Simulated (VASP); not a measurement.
# Cu in VASP: notebook

Runs on Cu. Level: PBE+D3(BJ). Tasks: single point.

Everything below comes from runs of VASP 6.6.1. Logs are shortened: lines on timing, memory, paths and dates and some standing lists are left out, and cuts for length are marked.

**1. The cell of the first run**

The cell holds a slab with vacuum, 3 atoms: a = 2.519 Å, b = 2.519 Å, c = 18.113 Å, α = 90.00°, β = 90.00°, γ = 120.00°.

**2. Single point, PBE+D3(BJ)**

INCAR

```
SYSTEM = Cu
PREC = Accurate
ENCUT = 520
EDIFF = 1E-7
ISMEAR = 0
SIGMA = 0.1
LREAL = .FALSE.
LASPH = .TRUE.
NELM = 100
ALGO = Normal
ISIF = 2
LWAVE = .FALSE.
LCHARG = .FALSE.
LDIPOL = .TRUE.
IDIPOL = 3
DIPOL = 0.5 0.5 0.500
GGA = PE
IVDW = 12
NBANDS = 24
```

KPOINTS

```
regular mesh
0
G
  12 12 1
  0 0 0
```

POSCAR

```
Cu
1.0
    2.5189143994      0.0000000000      0.0000000000
   -1.2594571997      2.1814438598      0.0000000000
    0.0000000000      0.0000000000     18.1133699895
Cu
3
Direct
    0.6666666667      0.3333333333      0.3864548675
    0.3333333333      0.6666666667      0.5002117829
    0.0000000000      0.0000000000      0.6139704602
```

Potentials or basis: VASP PAW PBE potentials, release 64 (Cu).

On the command line:

```
> cat potpaw_PBE.64/Cu/POTCAR > POTCAR
> mpirun -np 1 vasp_std > vasp.out
```

OUTCAR:

```text
SYSTEM = Cu
   PREC = Accurate
   ENCUT = 520
   EDIFF = 1E-7
   ISMEAR = 0
   LREAL = .FALSE.
   LASPH = .TRUE.
   NELM = 100
   ISIF = 2
   GGA = PE
   IVDW = 12
 IVDW          = 12

 ion  position               nearest neighbor table
   1  0.667  0.333  0.386-   2 2.52   2 2.52   2 2.52
   2  0.333  0.667  0.500-   1 2.52   1 2.52   1 2.52   3 2.52   3 2.52   3 2.52
   3  0.000  0.000  0.614-   2 2.52   2 2.52   2 2.52

  LATTYP: Found a hexagonal cell.
 ALAT       =     2.5189143994
 C/A-ratio  =     7.1909430482

  Lattice vectors:

 A1 = (   2.5189143994,   0.0000000000,   0.0000000000)
 A2 = (  -1.2594571997,   2.1814438598,   0.0000000000)
 A3 = (   0.0000000000,   0.0000000000,  18.1133699895)

Analysis of symmetry for initial positions (statically):
=====================================================================
 Subroutine PRICEL returns:
 Original cell was already a primitive cell.

 Routine SETGRP: Setting up the symmetry group for a
 hexagonal supercell.

 Subroutine GETGRP returns: Found 12 space group operations
 (whereof  6 operations were pure point group operations)
 out of a pool of 24 trial point group operations.

The static configuration has the point symmetry C_3v.
 The point group associated with its full space group is D_3d.

Analysis of symmetry for dynamics (positions and initial velocities):
=====================================================================
 Subroutine PRICEL returns:
 Original cell was already a primitive cell.

 Routine SETGRP: Setting up the symmetry group for a
 hexagonal supercell.

 Subroutine GETGRP returns: Found 12 space group operations
 (whereof  6 operations were pure point group operations)
 out of a pool of 24 trial point group operations.

The dynamic configuration has the point symmetry C_3v.
 The point group associated with its full space group is D_3d.

 Subroutine INISYM returns: Found 12 space group operations
 (whereof  6 operations are pure point group operations),
 and found     1 'primitive' translations

----------------------------------------------------------------------------------------

                                     Primitive cell

  volume of cell :      99.5306

  direct lattice vectors                    reciprocal lattice vectors
     2.518914399  0.000000000  0.000000000     0.396996420  0.229205990  0.000000000
    -1.259457200  2.181443860  0.000000000     0.000000000  0.458411980  0.000000000
     0.000000000  0.000000000 18.113369990     0.000000000  0.000000000  0.055207838

  length of vectors
     2.518914399  2.518914399 18.113369990     0.458411980  0.458411980  0.055207838

  position of ions in fractional coordinates (direct lattice)
     0.666666667  0.333333333  0.386454867
     0.333333333  0.666666667  0.500211783
     0.000000000  0.000000000  0.613970460

  ion indices of the primitive-cell ions
   primitive index   ion index
                 1           1
                 2           2
                 3           3

----------------------------------------------------------------------------------------

 KPOINTS: regular mesh

Automatic generation of k-mesh.
 Grid dimensions read from file:
 generate k-points for:   12   12    1

 Generating k-lattice:

  Cartesian coordinates                     Fractional coordinates (reciprocal lattice)
     0.033083035  0.019100499  0.000000000     0.083333333 -0.000000000  0.000000000
     0.000000000  0.038200998  0.000000000     0.000000000  0.083333333  0.000000000
     0.000000000  0.000000000  0.055207838     0.000000000  0.000000000  1.000000000

  Length of vectors
     0.038200998  0.038200998  0.055207838

  Shift w.r.t. Gamma in fractional coordinates (k-lattice)
     0.000000000  0.000000000  0.000000000

 Subroutine IBZKPT returns following result:
 ===========================================

 Found     19 irreducible k-points:

 Following reciprocal coordinates:
            Coordinates               Weight
  0.000000  0.000000  0.000000      1.000000
  0.083333 -0.000000  0.000000      6.000000
  0.166667 -0.000000  0.000000      6.000000
  0.250000 -0.000000  0.000000      6.000000
  0.333333 -0.000000  0.000000      6.000000
  0.416667 -0.000000  0.000000      6.000000
[... 11 lines left out ...]
  0.333333  0.250000  0.000000     12.000000
  0.333333  0.333333  0.000000      2.000000
   k-points           NKPTS =     19   k-points in BZ     NKDIM =     19   number of bands    NBANDS=     24
   number of dos      NEDOS =    301   number of ions     NIONS =      3
   total plane-waves  NPLWV =  56000
   dimension x,y,z NGX =    20 NGY =   20 NGZ =  140
   dimension x,y,z NGXF=    40 NGYF=   40 NGZF=  280
   ions per type =               3
   NGX,Y,Z   is equivalent  to a cutoff of  13.20, 13.20, 12.85 a.u.
   NGXF,Y,Z  is equivalent  to a cutoff of  26.40, 26.40, 25.70 a.u.
 SYSTEM =  Cu
   PREC   = accura    normal or accurate (medium, high low for compatibility)
   ISTART =      0    job   : 0-new  1-cont  2-samecut
   ICHARG =      2    charge: 1-file 2-atom 10-const
   ISPIN  =      1    spin polarized calculation?
   LNONCOLLINEAR =      F non collinear calculations
   LSORBIT =      F    spin-orbit coupling
   LASPH  =      T    aspherical Exc in radial PAW
   ENCUT  =  520.0 eV  38.22 Ry    6.18 a.u.   4.68  4.68 33.68*2*pi/ulx,y,z
   NELM   =    100;   NELMIN=  2; NELMDL= -5     # of ELM steps
   EDIFF  = 0.1E-06   stopping-criterion for ELM
   LREAL  =      F    real-space projection
   EDIFFG = 0.1E-05   stopping-criterion for IOM
   NSW    =      0    number of steps for IOM
   IBRION =     -1    ionic relax: 0-MD 1-quasi-New 2-CG
   NFREE  =      0    steps in history (QN), initial steepest desc. (CG)
   ISIF   =      2    stress and relaxation
   ISYM   =      2    0-nonsym 1-usesym 2-fastsym
   POTIM  = 0.5000    time-step for ionic-motion
   TEBEG  =    0.0;   TEEND  =   0.0 temperature during run
   PSTRESS=    0.0 pullay stress
   NELECT =      33.0000    total number of electrons
   NUPDOWN=      -1.0000    fix difference up-down
   EMIN   =  10.00;   EMAX   =-10.00  energy-range for DOS
   EFERMI =   0.00;   METHOD = LEGACY
   ISMEAR =     0;   SIGMA  =   0.10  broadening in eV -4-tet -1-fermi 0-gaus
   EFERMI_NEDOS =   21; number of points for ismear=-14 and -15
   IALGO  =     38    algorithm
   IMIX   =      4    mixing-type and parameters
     AMIX     =   0.40;   BMIX     =  1.00
     AMIX_MAG =   1.60;   BMIX_MAG =  1.00
  volume/ion in A,a.u.               =      33.18       223.89
  Fermi-wavevector in a.u.,A,eV,Ry     =   1.133080  2.141211 17.468116  1.283870
  Thomas-Fermi vector in A             =   2.269782
   LORBIT       =      0    0 simple, 1 ext, 2 COOP (PROOUT), +10 PAW based schemes
   GGA     = PE    functional components
   LHFCALC =     F    Hartree Fock is set to
   AEXX    =    0.0000 exact exchange contribution
   IVDW    =    12    specifies the selected vdW correction
   LEPSILON=     F    determine dielectric tensor
   LRPA    =     F    only Hartree local field effects (RPA)
 non-spin polarized calculation
 Gauss-broadening in eV      SIGMA  =   0.10
  energy-cutoff  :      520.00
  volume of cell :       99.53
 maximum number of plane-waves:      2707
 NGX is ok and might be reduce to    20
   NGX =  9   NGY =  9   NGZ = 67

 dipolmoment           0.000000      0.000000     -0.000000 electrons x Angstroem

 number of electron      32.9999993 magnetization

 dipolmoment           0.000000      0.000000      0.000064 electrons x Angstroem

 Free energy of the ion-electron system (eV)
  ---------------------------------------------------
  ext. energy  EPLUGINS =         0.00000000
  ---------------------------------------------------
  free energy    TOTEN  =       -10.23123750 eV

  energy without entropy =      -10.21240720  energy(sigma->0) =      -10.22182235

 E-fermi :  -0.3308     XC(G=0):  -5.4466

 val. band max:       -0.3440142113   @ k =   0.4167  -0.0000   0.0000
 cond. band min:      -0.3158164241   @ k =   0.4167   0.0833   0.0000
 fundamental gap:      0.0281977872
 Fermi energy:        -0.3307522803

 k-point     1 :       0.0000    0.0000    0.0000
  band No.  band energies     occupation
      1      -9.2223      2.00000
      2      -7.1671      2.00000
      3      -5.7003      2.00000
      4      -3.4609      2.00000
      5      -3.4385      2.00000
      6      -3.4385      2.00000
[... 16 lines left out ...]
     23       7.4545      0.00000
     24       7.6170      0.00000

 k-point     2 :       0.0833   -0.0000    0.0000
  band No.  band energies     occupation
      1      -8.9949      2.00000
      2      -6.9545      2.00000
      3      -5.5292      2.00000
      4      -3.5663      2.00000
      5      -3.4600      2.00000
      6      -3.4157      2.00000
[... 16 lines left out ...]
     23       7.6706      0.00000
     24       7.8087      0.00000

 k-point     3 :       0.1667   -0.0000    0.0000
  band No.  band energies     occupation
      1      -8.3336      2.00000
      2      -6.3613      2.00000
      3      -5.0806      2.00000
      4      -3.7938      2.00000
      5      -3.6377      2.00000
      6      -3.4549      2.00000
[... 16 lines left out ...]
     23       8.3171      0.00000
     24       8.3917      0.00000
[... 379 lines left out ...]
 k-point    18 :       0.3333    0.2500    0.0000
  band No.  band energies     occupation
      1      -4.6048      2.00000
      2      -4.5242      2.00000
      3      -4.3246      2.00000
      4      -4.1485      2.00000
      5      -3.8889      2.00000
      6      -3.6683      2.00000
[... 16 lines left out ...]
     23       8.4739      0.00000
     24       9.7122      0.00000

 k-point    19 :       0.3333    0.3333    0.0000
  band No.  band energies     occupation
      1      -4.3418      2.00000
      2      -4.3279      2.00000
      3      -4.3269      2.00000
      4      -4.1468      2.00000
      5      -4.1462      2.00000
      6      -3.4667      2.00000
[... 16 lines left out ...]
     23       8.1051      0.00000
     24       9.3120      0.00000

------------------------ aborting loop because EDIFF is reached ----------------------------------------

 vacuum level on the upper side and lower side of the slab       (xc-potential included)        -0.156        -0.158

 Edisp (eV)   -1.18866

 E8    (eV) :    -0.5349

  FORCE on cell =-STRESS in cart. coord.  units (eV):
  Direction    XX          YY          ZZ          XY          YZ          ZX
  --------------------------------------------------------------------------------------
  -------------------------------------------------------------------------------------
  Total      -0.72413    -0.72413     0.19264    -0.00000     0.00000    -0.00000
  in kB     -11.65658   -11.65658     3.10102    -0.00000     0.00000    -0.00000
  external pressure =       -6.74 kB  Pullay stress =        0.00 kB

 VOLUME and BASIS-vectors are now :
 -----------------------------------------------------------------------------
  energy-cutoff  :      520.00
  volume of cell :       99.53
      direct lattice vectors                 reciprocal lattice vectors
     2.518914399  0.000000000  0.000000000     0.396996420  0.229205990  0.000000000
    -1.259457200  2.181443860  0.000000000     0.000000000  0.458411980  0.000000000
     0.000000000  0.000000000 18.113369990     0.000000000  0.000000000  0.055207838

 POSITION                                       TOTAL-FORCE (eV/Angst)
 -----------------------------------------------------------------------------------
      1.25946      0.72715      7.00000        -0.000000     -0.000000     -0.054164
     -0.00000      1.45430      9.06052         0.000000      0.000000      0.000000
      0.00000      0.00000     11.12107        -0.000000      0.000000      0.054164
 -----------------------------------------------------------------------------------
    total drift:                               -0.000000     -0.000000      0.013060

  FREE ENERGIE OF THE ION-ELECTRON SYSTEM (eV)
  ---------------------------------------------------
  free  energy   TOTEN  =       -11.4199018556 eV

  energy  without entropy=      -11.4010715557  energy(sigma->0) =      -11.41048671

 vacuum level on the upper side and lower side of the slab         4.325         4.323
```

It took 38 s on 1 thread of Intel Xeon 6975P-C (Granite Rapids), shared host; peak memory 0.23 GiB.

Results:

- Free energy: -11.4199 eV
- Largest force: 0.054 eV/Å
- Dispersion energy per atom: -0.396 eV

Forces in eV/Å, atoms in the order of the input:
```
Cu   0.000  0.000 -0.054
Cu   0.000  0.000  0.000
Cu   0.000  0.000  0.054
```

Levels at points of the mesh, in eV from the Fermi level:
```tsv
k point	band 15	band 16	band 17	band 18	band 19	band 20
(0.00, 0.00, 0.00)	-1.84	-1.63	-1.63	-1.58	-0.16	4.19
(0.50, 0.00, 0.00)	-1.34	0.03	1.22	1.63	4.75	5.91
```

(Part 1 of 2 ends here.)
